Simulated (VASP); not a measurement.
Y2Zr6O15: single point with LDA

Y2Zr6O15:

```
Y Zr O
1.0
    10.24948    0.00000    0.00000
     0.00000    5.18155    0.00000
    -0.88143    0.00000    5.23417
Y Zr O
2 6 15
Direct
  0.13807 0.45806 0.70791
  0.86193 0.54194 0.29209
  0.63807 0.45806 0.70791
  0.36193 0.95806 0.79209
  0.86193 0.95806 0.79209
  0.36193 0.54194 0.29209
  0.13807 0.04194 0.20791
  0.63807 0.04194 0.20791
  0.22400 0.74253 0.97858
  0.72400 0.74253 0.97858
  0.27600 0.24253 0.52142
  0.77600 0.24253 0.52142
  0.27600 0.25747 0.02142
  0.77600 0.25747 0.02142
  0.22400 0.75747 0.47858
  0.72400 0.75747 0.47858
  0.53418 0.33076 0.34625
  0.46582 0.83076 0.15375
  0.96582 0.83076 0.15375
  0.46582 0.66924 0.65375
  0.96582 0.66924 0.65375
  0.03418 0.16924 0.84625
  0.53418 0.16924 0.84625
```

- Program: VASP 6.6.1
- Task: single point
- Functional: LDA
- Potentials or basis: VASP PAW LDA potentials, release 64 (Y_sv, Zr_sv, O)
- Cutoff: 600 eV
- k mesh: 2 × 4 × 4
- Occupations: gaussian, width 0.1 eV
- Spin: no spin polarisation

The pressure is 2.3 GPa, the largest force is 4.238 eV/Å and the band gap on the k mesh is 1.47 eV.

Forces on the atoms (eV/Å):
```
Y    1.517  1.789  1.556
Y   -2.397 -0.246 -0.176
Zr   0.904  0.119  0.266
Zr   0.462 -0.126  0.191
Zr  -1.275 -0.718 -0.671
Zr   0.671  0.172 -0.096
Zr   2.199 -3.111 -1.858
Zr   0.773 -0.121  0.221
O   -0.126  1.396  1.500
O   -0.269  0.493 -0.546
O   -0.893 -0.449 -1.693
O   -0.243 -0.735  0.444
O   -0.167 -0.542  1.014
O   -0.268 -1.184 -0.868
O    0.171  0.800 -1.113
O   -0.651  0.454  0.271
O   -0.344  0.150 -0.024
O   -0.281 -0.095 -0.131
O    2.484  2.360  0.070
O   -0.367  0.079 -0.041
O   -0.474  0.807  0.377
O   -0.931 -1.145  1.402
O   -0.494 -0.147 -0.094
```

Stress tensor (GPa, compression positive):
```
 2.75  1.36 -0.28
 1.36  3.26 -1.24
-0.28 -1.24  0.84
```

Levels at points of the mesh, in eV from the valence-band top:
```
           k point  band 88  band 89  band 90  band 91  band 92  band 93  band 94  band 95  band 96  band 97
(0.00, 0.00, 0.00)    -0.50    -0.40    -0.30    -0.11     0.00     1.47     3.25     3.65     4.18     4.36
(0.50, 0.00, 0.00)    -0.54    -0.41    -0.31    -0.22    -0.01     1.53     3.27     3.65     4.17     4.41
(0.00, 0.50, 0.00)    -0.67    -0.55    -0.49    -0.38    -0.17     1.90     3.14     3.74     4.46     4.59
(0.50, 0.50, 0.00)    -0.75    -0.65    -0.54    -0.41    -0.19     1.89     3.13     3.73     4.45     4.51
(0.00, 0.00, 0.50)    -0.56    -0.52    -0.46    -0.43    -0.22     2.10     3.12     3.56     4.11     4.20
(0.50, 0.00, 0.50)    -0.58    -0.53    -0.50    -0.38    -0.18     2.09     3.12     3.59     4.12     4.20
(0.00, 0.50, 0.50)    -0.79    -0.72    -0.62    -0.60    -0.47     1.81     3.04     3.56     4.18     4.25
(0.50, 0.50, 0.50)    -0.82    -0.70    -0.66    -0.56    -0.42     1.82     3.02     3.56     4.26     4.30
```

Wall time 12 min on 1 thread of Intel(R) Xeon(R) 6975P-C (Granite Rapids), with other jobs on the host, peak memory 0.65 GiB.

Caveat: forces of over 1 eV/Å act on the atoms, so gaps and moduli don't describe the material at rest. A k mesh can miss the band edges.
